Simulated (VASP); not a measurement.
Mg:

```xyz
2
Lattice="3.2093 0.0000 0.0000 -1.6046 2.7793 0.0000 0.0000 0.0000 5.2103" Properties=species:S:1:pos:R:3 pbc="T T T"
Mg    0.0000    1.8529    1.3026
Mg    1.6047    0.9264    3.9077
```

| Quantity | Value |
| --- | --- |
| Program | VASP 6.6.1 |
| Task | relaxation of cell and atoms |
| Functional | r2SCAN |
| Potentials or basis | VASP PAW PBE potentials, release 64 (Mg) |
| Cutoff | 600 eV |
| k mesh | 15 × 15 × 8 |
| Occupations | gaussian, width 0.1 eV |
| Spin | no spin polarisation |

At the start: pressure -1.4 GPa; volume 23.24 Å³/atom.

**Question.** Where does the relaxation end?

**Answer.** Over 7 steps the energy falls by 4.4 meV/atom and the volume is 22.39 Å³/atom (-3.6 %); space group P6_3/mmc (No. 194, to 0.05 Å).

The path:
| step | energy change (eV) | largest force (eV/Å) | pressure (GPa) | volume (Å³) |
| --- | --- | --- | --- | --- |
| 1 | 0.0000 | 0.0000 | -1.38 | 46.47 |
| 2 | -0.0079 | 0.0000 | -0.31 | 45.14 |
| 3 | -0.0084 | 0.0000 | 0.04 | 44.76 |
| 4 | -0.0084 | 0.0000 | 0.07 | 44.72 |
| 5 | -0.0087 | 0.0000 | 0.04 | 44.75 |
| 6 | -0.0088 | 0.0000 | 0.01 | 44.79 |
| 7 | -0.0088 | 0.0000 | 0.01 | 44.78 |

Final structure:
```yaml
crystal:
  lattice:
    - [3.18636, 0.00000, 0.00000]
    - [-1.59318, 2.75947, 0.00000]
    - [0.00000, 0.00000, 5.09296]
  atoms:
    - { symbol: Mg, position: [0.33333, 0.66667, 0.25000] }
    - { symbol: Mg, position: [0.66667, 0.33333, 0.75000] }
```

Caveat: the PAW data sets were made with another functional, which shifts forces and pressure a little.
